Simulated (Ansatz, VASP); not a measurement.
**One calculation of B5O, two programs**

```
B O
1.0
     0.78081   -4.41641    0.02167
    -4.43587   -0.47590    0.09740
     1.80793    0.82944   -5.42984
B O
10 2
Cartesian
  -1.3783 -1.7495 -4.8229
  -2.0548 -1.3375 -1.8301
  0.4794 -2.2916 -2.6945
  -1.9685 -2.1509 -0.3801
  -3.6531 -1.8605 -0.9795
  1.7237 -1.7990 -3.8919
  -0.7339 -2.6197 -1.5989
  0.0786 -1.2158 -4.1842
  -0.3955 -4.3004 -1.4020
  -1.1434 -1.7549 -3.1522
  1.4210 -3.1077 -3.3745
  0.0739 -0.1286 -0.9363
```

Change from the starting cell: the structure that the rattled cell fell into.

Alike in both runs: functional PBE; k mesh 4 × 4 × 4; occupations gaussian, width 0.1 eV; no spin polarisation.

Ansatz relaxed the structure, and its values are those at the end. VASP's run is a single point on that final structure, the one shown.

|  | VASP | Ansatz |
| --- | --- | --- |
| version | VASP 6.6.1 | Ansatz 0.2.0 |
| potentials or method | VASP PAW PBE potentials, release 64 (B, O), cutoff 520 eV | scalar-relativistic, plane waves, PAW |
| valence electrons in the cell | 42 | 42 |

```tsv
	VASP	Ansatz	Ansatz less VASP
gap on the k mesh at the Fermi level (eV)	0.62	0.63	+0.002
least direct gap on the mesh (eV)	0.98	0.98	+0.001
pressure (GPa)	0.4	0.2	-0.19
rms of the force components (eV/Å)	0.048	0.012	-0.0359
```
